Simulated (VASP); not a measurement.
# PbO2 (Fm-3m) in VASP: settings compared, part 3 of 3

VASP 6.6.1. Earlier steps stand in the parts before.

## Step 6: Single point, PBE

INCAR reads:

```
PREC = Accurate
ENCUT = 520
EDIFF = 1E-6
ISMEAR = 1
SIGMA = 0.19
LREAL = False
LASPH = True
NELM = 100
ALGO = Normal
ISIF = 2
LWAVE = False
LCHARG = False
GGA = PE
NBANDS = 20
```

KPOINTS reads:

```
regular mesh
0
Gamma
  6 6 6
```

POSCAR reads:

```
PbO2
1.0
    0.0000000000      2.7019920000      2.7019920000
    2.7019920000      0.0000000000      2.7019920000
    2.7019920000      2.7019920000      0.0000000000
Pb O
1 2
Direct
    0.0000000000      0.0000000000      0.0000000000
    0.2500000000      0.2500000000      0.2500000000
    0.7500000000      0.7500000000      0.7500000000
```

Potentials or basis: VASP PAW PBE potentials, release 64 (Pb_d, O).

Run with:

```bash
$ cat potpaw_PBE.64/Pb_d/POTCAR potpaw_PBE.64/O/POTCAR > POTCAR
$ mpirun -np 1 vasp_std > vasp.out
```

OUTCAR:

```text
PREC = Accurate
   ENCUT = 520
   EDIFF = 1E-6
   ISMEAR = 1
   LREAL = False
   LASPH = True
   NELM = 100
   ISIF = 2
   GGA = PE

 ion  position               nearest neighbor table
   1  0.000  0.000  0.000-   3 2.34   3 2.34   3 2.34   2 2.34   2 2.34   2 2.34   3 2.34   2 2.34

   2  0.250  0.250  0.250-   1 2.34   1 2.34   1 2.34   1 2.34
   3  0.750  0.750  0.750-   1 2.34   1 2.34   1 2.34   1 2.34

  LATTYP: Found a face centered cubic cell.
 ALAT       =     5.4039840000

  Lattice vectors:

 A1 = (   0.0000000000,   2.7019920000,   2.7019920000)
 A2 = (   2.7019920000,   0.0000000000,   2.7019920000)
 A3 = (   2.7019920000,   2.7019920000,   0.0000000000)

Analysis of symmetry for initial positions (statically):
=====================================================================
 Subroutine PRICEL returns:
 Original cell was already a primitive cell.

 Routine SETGRP: Setting up the symmetry group for a
 face centered cubic supercell.

 Subroutine GETGRP returns: Found 48 space group operations
[... 9 lines left out ...]

 Routine SETGRP: Setting up the symmetry group for a
 face centered cubic supercell.

 Subroutine GETGRP returns: Found 48 space group operations
[... 11 lines left out ...]
                                     Primitive cell

  volume of cell :      39.4532

  direct lattice vectors                    reciprocal lattice vectors
     0.000000000  2.701992000  2.701992000    -0.185048660  0.185048660  0.185048660
     2.701992000  0.000000000  2.701992000     0.185048660 -0.185048660  0.185048660
     2.701992000  2.701992000  0.000000000     0.185048660  0.185048660 -0.185048660

  length of vectors
     3.821193732  3.821193732  3.821193732     0.320513682  0.320513682  0.320513682

  position of ions in fractional coordinates (direct lattice)
     0.000000000  0.000000000  0.000000000
     0.250000000  0.250000000  0.250000000
     0.750000000  0.750000000  0.750000000

  ion indices of the primitive-cell ions
   primitive index   ion index
                 1           1
                 2           2
                 3           3

----------------------------------------------------------------------------------------

 KPOINTS: regular mesh

Automatic generation of k-mesh.
 Grid dimensions read from file:
 generate k-points for:    6    6    6

 Generating k-lattice:

  Cartesian coordinates                     Fractional coordinates (reciprocal lattice)
    -0.030841443  0.030841443  0.030841443     0.166666667  0.000000000  0.000000000
     0.030841443 -0.030841443  0.030841443     0.000000000  0.166666667  0.000000000
     0.030841443  0.030841443 -0.030841443     0.000000000  0.000000000  0.166666667

  Length of vectors
     0.053418947  0.053418947  0.053418947

  Shift w.r.t. Gamma in fractional coordinates (k-lattice)
     0.000000000  0.000000000  0.000000000

 Subroutine IBZKPT returns following result:
 ===========================================

 Found     16 irreducible k-points:

 Following reciprocal coordinates:
            Coordinates               Weight
  0.000000  0.000000  0.000000      1.000000
  0.166667  0.000000  0.000000      8.000000
  0.333333  0.000000  0.000000      8.000000
  0.500000  0.000000  0.000000      4.000000
  0.166667  0.166667  0.000000      6.000000
  0.333333  0.166667  0.000000     24.000000
[... 8 lines left out ...]
 -0.333333  0.333333  0.166667     24.000000
 -0.333333  0.500000  0.166667     12.000000
   k-points           NKPTS =     16   k-points in BZ     NKDIM =     16   number of bands    NBANDS=     20
   number of dos      NEDOS =    301   number of ions     NIONS =      3
   total plane-waves  NPLWV =  21952
   dimension x,y,z NGX =    28 NGY =   28 NGZ =   28
   dimension x,y,z NGXF=    56 NGYF=   56 NGZF=   56
   ions per type =               1   2
   NGX,Y,Z   is equivalent  to a cutoff of  12.18, 12.18, 12.18 a.u.
   NGXF,Y,Z  is equivalent  to a cutoff of  24.36, 24.36, 24.36 a.u.
 SYSTEM =  unknown system
   PREC   = accura    normal or accurate (medium, high low for compatibility)
   ISTART =      0    job   : 0-new  1-cont  2-samecut
   ICHARG =      2    charge: 1-file 2-atom 10-const
   ISPIN  =      1    spin polarized calculation?
   LNONCOLLINEAR =      F non collinear calculations
   LSORBIT =      F    spin-orbit coupling
   LASPH  =      T    aspherical Exc in radial PAW
   ENCUT  =  520.0 eV  38.22 Ry    6.18 a.u.   7.10  7.10  7.10*2*pi/ulx,y,z
   NELM   =    100;   NELMIN=  2; NELMDL= -5     # of ELM steps
   EDIFF  = 0.1E-05   stopping-criterion for ELM
   LREAL  =      F    real-space projection
   EDIFFG = 0.1E-04   stopping-criterion for IOM
   NSW    =      0    number of steps for IOM
   IBRION =     -1    ionic relax: 0-MD 1-quasi-New 2-CG
   NFREE  =      0    steps in history (QN), initial steepest desc. (CG)
   ISIF   =      2    stress and relaxation
   ISYM   =      2    0-nonsym 1-usesym 2-fastsym
   POTIM  = 0.5000    time-step for ionic-motion
   TEBEG  =    0.0;   TEEND  =   0.0 temperature during run
   PSTRESS=    0.0 pullay stress
   NELECT =      26.0000    total number of electrons
   NUPDOWN=      -1.0000    fix difference up-down
   EMIN   =  10.00;   EMAX   =-10.00  energy-range for DOS
   EFERMI =   0.00;   METHOD = LEGACY
   ISMEAR =     1;   SIGMA  =   0.19  broadening in eV -4-tet -1-fermi 0-gaus
   EFERMI_NEDOS =   21; number of points for ismear=-14 and -15
   IALGO  =     38    algorithm
   IMIX   =      4    mixing-type and parameters
     AMIX     =   0.40;   BMIX     =  1.00
     AMIX_MAG =   1.60;   BMIX_MAG =  1.00
  volume/ion in A,a.u.               =      13.15        88.75
  Fermi-wavevector in a.u.,A,eV,Ry     =   1.424640  2.692180 27.614384  2.029600
  Thomas-Fermi vector in A             =   2.545110
   LORBIT       =      0    0 simple, 1 ext, 2 COOP (PROOUT), +10 PAW based schemes
   GGA     = PE    functional components
   LHFCALC =     F    Hartree Fock is set to
   AEXX    =    0.0000 exact exchange contribution
   IVDW    =     0    specifies the selected vdW correction
   LEPSILON=     F    determine dielectric tensor
   LRPA    =     F    only Hartree local field effects (RPA)
 non-spin polarized calculation
 Methfessel and Paxton  Order N= 1 SIGMA  =   0.19
  energy-cutoff  :      520.00
  volume of cell :       39.45
 maximum number of plane-waves:      1073
   NGX = 15   NGY = 15   NGZ = 15

 number of electron      25.9999989 magnetization

 Free energy of the ion-electron system (eV)
  ---------------------------------------------------
  ext. energy  EPLUGINS =         0.00000000
  ---------------------------------------------------
  free energy    TOTEN  =       -15.60827851 eV

  energy without entropy =      -15.61164417  energy(sigma->0) =      -15.60940039

 E-fermi :   5.7201     XC(G=0): -11.1435

 val. band max:        5.6276623463   @ k =  -0.3333   0.5000   0.1667
 cond. band min:       5.9368410983   @ k =   0.1667   0.1667   0.0000
 fundamental gap:      0.3091787520
 Fermi energy:         5.7200888501

 k-point     1 :       0.0000    0.0000    0.0000
  band No.  band energies     occupation
      1     -12.8654      2.00000
      2     -10.0618      2.00000
      3     -10.0618      2.00000
      4     -10.0618      2.00000
      5     -10.0546      2.00000
      6      -9.8306      2.00000
[... 12 lines left out ...]
     19      21.2149      0.00000
     20      21.2149      0.00000

 k-point     2 :       0.1667    0.0000    0.0000
  band No.  band energies     occupation
      1     -12.6539      2.00000
      2     -10.9121      2.00000
      3     -10.0321      2.00000
      4     -10.0321      2.00000
      5      -9.8309      2.00000
      6      -9.8309      2.00000
[... 12 lines left out ...]
     19      21.0097      0.00000
     20      21.0097      0.00000
[... 281 lines left out ...]
      3      -9.8928      2.00000
      4      -9.8672      2.00000
      5      -9.8014      2.00000
      6      -9.1196      2.00000
[... 12 lines left out ...]
     19      21.3420      0.00000
     20      23.3179      0.00000

 k-point    16 :      -0.3333    0.5000    0.1667
  band No.  band energies     occupation
      1     -11.9750      2.00000
      2     -11.6903      2.00000
      3      -9.9189      2.00000
      4      -9.8106      2.00000
      5      -9.7960      2.00000
      6      -9.3397      2.00000
[... 12 lines left out ...]
     19      22.1522      0.00000
     20      22.5119      0.00000

------------------------ aborting loop because EDIFF is reached ----------------------------------------

  FORCE on cell =-STRESS in cart. coord.  units (eV):
  Direction    XX          YY          ZZ          XY          YZ          ZX
  --------------------------------------------------------------------------------------
  -------------------------------------------------------------------------------------
  Total        0.0436833      0.0436833      0.0436833      0.0000000      0.0000000      0.0000000
  in kB        1.7739609      1.7739609      1.7739609      0.0000000      0.0000000      0.0000000
  external PRESSURE =       1.7739609 kB  Pullay stress =       0.0000000 kB

 VOLUME and BASIS-vectors are now :
 -----------------------------------------------------------------------------
  energy-cutoff  :      520.00
  volume of cell :       39.45
      direct lattice vectors                 reciprocal lattice vectors
     0.000000000  2.701992000  2.701992000    -0.185048660  0.185048660  0.185048660
     2.701992000  0.000000000  2.701992000     0.185048660 -0.185048660  0.185048660
     2.701992000  2.701992000  0.000000000     0.185048660  0.185048660 -0.185048660

 POSITION                                       TOTAL-FORCE (eV/Angst)
 -----------------------------------------------------------------------------------
      0.00000      0.00000      0.00000         0.000000      0.000000      0.000000
      1.35100      1.35100      1.35100        -0.000000     -0.000000      0.000000
      4.05299      4.05299      4.05299         0.000000      0.000000     -0.000000
 -----------------------------------------------------------------------------------
    total drift:                                0.000000     -0.000000      0.000000

  FREE ENERGIE OF THE ION-ELECTRON SYSTEM (eV)
  ---------------------------------------------------
  free  energy   TOTEN  =       -15.6082785062 eV

  energy  without entropy=      -15.6116441689  energy(sigma->0) =      -15.60940039
```

OSZICAR:

```text
N       E                     dE             d eps       ncg     rms          rms(c)
DAV:   1     0.264839435767E+03    0.26484E+03   -0.13758E+04   648   0.160E+03
DAV:   2     0.544993865400E+01   -0.25939E+03   -0.24718E+03   692   0.424E+02
DAV:   3    -0.176928886814E+02   -0.23143E+02   -0.22712E+02   756   0.132E+02
DAV:   4    -0.183268599736E+02   -0.63397E+00   -0.63324E+00   732   0.219E+01
DAV:   5    -0.183461931390E+02   -0.19333E-01   -0.19331E-01   820   0.412E+00    0.954E+00
DAV:   6    -0.156283049149E+02    0.27179E+01   -0.11228E+01   960   0.409E+01    0.298E+00
DAV:   7    -0.156166246565E+02    0.11680E-01   -0.55854E-01   704   0.783E+00    0.172E+00
DAV:   8    -0.156178585725E+02   -0.12339E-02   -0.16736E-01   688   0.395E+00    0.835E-01
DAV:   9    -0.156075719901E+02    0.10287E-01   -0.27610E-02   896   0.193E+00    0.163E-01
DAV:  10    -0.156082761978E+02   -0.70421E-03   -0.49385E-03   692   0.482E-01    0.774E-02
DAV:  11    -0.156082775646E+02   -0.13668E-05   -0.17589E-04   744   0.104E-01    0.324E-02
DAV:  12    -0.156082786710E+02   -0.11065E-05   -0.37765E-05   732   0.457E-02    0.106E-02
DAV:  13    -0.156082785062E+02    0.16480E-06   -0.64745E-06   688   0.190E-02
   1 F= -.15608279E+02 E0= -.15609400E+02  d E =0.336566E-02
```

stdout:

```text
POSCAR found type information on POSCAR PbO
 POSCAR found :  2 types and       3 ions
 scaLAPACK will be used
 LDA part: xc-table for (Slater+PW92), standard interpolation
 POSCAR, INCAR and KPOINTS ok, starting setup
 FFT: planning ... GRIDC
 FFT: planning ... GRID_SOFT
 FFT: planning ... GRID
 WAVECAR not read
 entering main loop
```

It took 7.1 s on 1 thread of Intel Xeon 6975P-C (Granite Rapids), shared host; peak memory 0.15 GiB.

What came out:

```
Free energy            : -15.6083 eV
Pressure               : 0.2 GPa
Band gap on the k mesh : zero (band 13 reaches 5.63 eV, above the bottom of band 14 at 4.44 eV)
```

Levels at points of the mesh, in eV from the Fermi level:
| k point | band 11 | band 12 | band 13 | band 14 | band 15 | band 16 |
| --- | --- | --- | --- | --- | --- | --- |
| (0.00, 0.00, 0.00) | -2.05 | -1.28 | -1.28 | -1.28 | 6.90 | 6.90 |
| (0.50, 0.00, 0.00) | -2.84 | -1.49 | -1.49 | 2.48 | 7.05 | 9.41 |
| (0.50, 0.50, 0.00) | -0.32 | -0.22 | -0.22 | 1.58 | 6.10 | 9.36 |

Caveat: spin-orbit coupling is left out, which moves the levels of the heavy elements.

## Step 7: Summary

```tsv
smearing	gap on the mesh (eV)	pressure (GPa)
gaussian 0.1 eV	none	0.2
methfessel-paxton 0.1 eV	none	0.2
methfessel-paxton 0.19 eV	none	0.2
```

Alike in all rows: task single point; level PBE; potentials or basis VASP PAW PBE potentials, release 64 (Pb_d, O); no spin polarisation; cell as given; k mesh 6 × 6 × 6; cutoff (eV) 520.

Every run on the cell as given and a fine mesh finds a metal.

Caveats: spin-orbit coupling is left out, which moves the levels of the heavy elements.

Absolute energies hang on the potentials; compare differences alone.
